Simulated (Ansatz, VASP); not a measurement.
C: VASP beside Ansatz

```
CELL_PARAMETERS angstrom
-2.44259 3.47660 2.45442
1.75606 -3.46841 1.75631
2.45076 3.46219 -2.46654
ATOMIC_POSITIONS crystal
C 0.96363 0.00001 0.96364
C 0.96364 0.99999 0.28636
C 0.21364 0.50001 0.03637
C 0.21362 0.49999 0.71363
C 0.28636 0.99999 0.96363
C 0.28638 0.00001 0.28637
C 0.53637 0.49999 0.03636
C 0.53636 0.50001 0.71364
```

Change from the starting cell: bcc type (Im-3m, No. 229); cell x8, atoms moved at random (sigma 0.15 Å) and cell strained at random (1.5 %), then relaxed without symmetry.

Alike in both runs: functional PBEsol; k mesh 8 × 8 × 8; occupations gaussian, width 0.1 eV; no spin polarisation.

Ansatz relaxed the structure, and its values are those at the end. VASP's run is a single point on that final structure, the one shown.

|  | VASP | Ansatz |
| --- | --- | --- |
| version | VASP 6.6.1 | Ansatz 0.2.0 |
| potentials or method | VASP PAW PBE potentials, release 64 (C), cutoff 520 eV | scalar-relativistic, plane waves, PAW |
| valence electrons in the cell | 32 | 32 |

Ansatz gave:

```
gap on the k mesh at the Fermi level (eV) : 3.15
least direct gap on the mesh (eV)         : 3.42
pressure (GPa)                            : 0.0
rms of the force components (eV/Å)        : 0.001
```

Problem. Estimate VASP's values.

Solution. gap on the k mesh at the Fermi level (eV): 3.14; least direct gap on the mesh (eV): 3.41; pressure (GPa): 0.7; rms of the force components (eV/Å): 0.016.

VASP's potentials were made for PBE, not for PBEsol. The functional is the same, so the differences come from potentials, cutoffs and numerics.
